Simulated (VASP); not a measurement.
Input of a VASP 6.6.1 run:

Contents of INCAR:

```
AGGAC = 1.0 ; AGGAX = 1.0
ALDAC = 0.0 ; ALDAX = 1.0
ALGO = Normal ; EDIFF = 1E-7
ENCUT = 520 ; GGA = B5
ISIF = 2 ; ISMEAR = -1
LASPH = True ; LCHARG = True
LELF = True ; LREAL = False
LVHAR = True ; LWAVE = False
NBANDS = 50 ; NELM = 100
PREC = Accurate ; SIGMA = 0.05
```

Contents of KPOINTS:

```
k-points
0
Gamma
  3 6 6
```

POSCAR

```
SnSe
1.0
   11.4200000000      0.0000000000      0.0000000000
    0.0000000000      4.1900000000      0.0000000000
    0.0000000000      0.0000000000      4.4600000000
Sn Se
4 4
Direct
    0.8770000000      0.7500000000      0.9090000000
    0.6230000000      0.2500000000      0.4090000000
    0.3770000000      0.7500000000      0.5910000000
    0.1230000000      0.2500000000      0.0910000000
    0.6430000000      0.7500000000      0.9840000000
    0.8570000000      0.2500000000      0.4840000000
    0.1430000000      0.7500000000      0.5160000000
    0.3570000000      0.2500000000      0.0160000000
```

Potentials or basis: VASP PAW PBE potentials, release 64 (Sn_d, Se).

Command:

```console
$ cat potpaw_PBE.64/Sn_d/POTCAR potpaw_PBE.64/Se/POTCAR > POTCAR
$ mpirun -np 1 vasp_std > vasp.out
```

Task: Predict the largest force.

Result: 0.389 eV/Å.

Task: What does it give for the pressure?

Result: 6.7 GPa.

Task: Estimate the band gap on the k mesh.

Result: 0.65 eV, indirect (least direct gap 0.83 eV).

Forces on the atoms (eV/Å):
```
Sn   0.389  0.000 -0.005
Sn  -0.389  0.000 -0.005
Sn   0.389  0.000  0.005
Sn  -0.389  0.000  0.005
Se  -0.316  0.000  0.000
Se   0.316  0.000  0.000
Se  -0.316  0.000  0.000
Se   0.316  0.000  0.000
```

Caveat: the PAW data sets were made with another functional, which shifts forces and pressure a little; spin-orbit coupling is left out, which moves the levels of the heavy elements. A k mesh can miss the band edges.
